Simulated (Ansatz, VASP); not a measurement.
## CsSi3: VASP beside Ansatz

Contents of INCAR:

```
SYSTEM = CsSi3
PREC = Accurate ; ENCUT = 520
EDIFF = 1E-6 ; ISMEAR = 0
SIGMA = 0.1 ; LREAL = .FALSE.
LASPH = .TRUE. ; NELM = 60
ALGO = Normal ; ISIF = 2
LWAVE = .FALSE. ; LCHARG = .TRUE.
GGA = PE ; LELF = .TRUE.
LVHAR = .TRUE. ; NBANDS = 18
```

The input KPOINTS:

```
Automatic mesh
0
G
  6 6 2
  0 0 0
```

Contents of POSCAR:

```
CsSi3
1.0
    4.3443835600      0.0000000000      0.0000000000
   -2.1721917800      3.7623465300      0.0000000000
    0.0000000000      0.0000000000     11.1678084500
Cs Si
1 3
Direct
    0.0000000000      0.0000000000      0.5000000000
    0.0000000000      0.0000000000      0.0000000000
    0.3333333300      0.6666666700      0.2139552200
    0.6666666700      0.3333333300      0.7860447800
```

Input for Ansatz:

```yaml
crystal:
  lattice:
    - [4.34438356, 0.0, 0.0]
    - [-2.17219178, 3.76234653, 0.0]
    - [0.0, 0.0, 11.16780845]
  atoms:
    - { symbol: Cs, position: [0.0, 0.0, 0.5] }
    - { symbol: Si, position: [0.0, 0.0, 0.0] }
    - { symbol: Si, position: [0.33333333, 0.66666667, 0.21395522] }
    - { symbol: Si, position: [0.66666667, 0.33333333, 0.78604478] }
basis:
  ecutwfc: 420
kpoints:
  mp_grid: { grid: [6, 6, 2] }
hamiltonian:
  xc: pbe
scf:
  occupations: { method: gaussian, width: 0.1 }
  lower_state_search: "off"
output:
  forces: true
  stress: true
  eigenvalues: true
```

Alike in both runs: task single point; functional PBE; k mesh 6 × 6 × 2; occupations gaussian, width 0.1 eV; no spin polarisation.

|  | VASP | Ansatz |
| --- | --- | --- |
| version | VASP 6.6.1 | Ansatz 0.2.0 |
| potentials or method | VASP PAW PBE potentials, release 64 (Cs_sv, Si), cutoff 520 eV | scalar-relativistic, plane waves, PAW |
| valence electrons in the cell | 21 | 21 |

Ansatz gave:

| Item | Value |
| --- | --- |
| gap on the k mesh at the Fermi level (eV) | none |
| pressure (GPa) | -6.3 |
| traceless stress, the component that is largest in VASP (GPa) | -1.12 |
| rms of the force components (eV/Å) | 0.437 |

Problem. What did VASP give for the same quantities?

Solution. gap on the k mesh at the Fermi level (eV): none; pressure (GPa): -6.3; traceless stress, the component that is largest in VASP (GPa): -1.12; rms of the force components (eV/Å): 0.438.

Atom by atom the forces differ by 0.001 eV/Å (rms over components). A gap of «none» marks a metal or a gap that the smearing closes. With one functional, cell and mesh, what is left measures potentials, basis and numerics.

Spin-orbit coupling is off throughout.
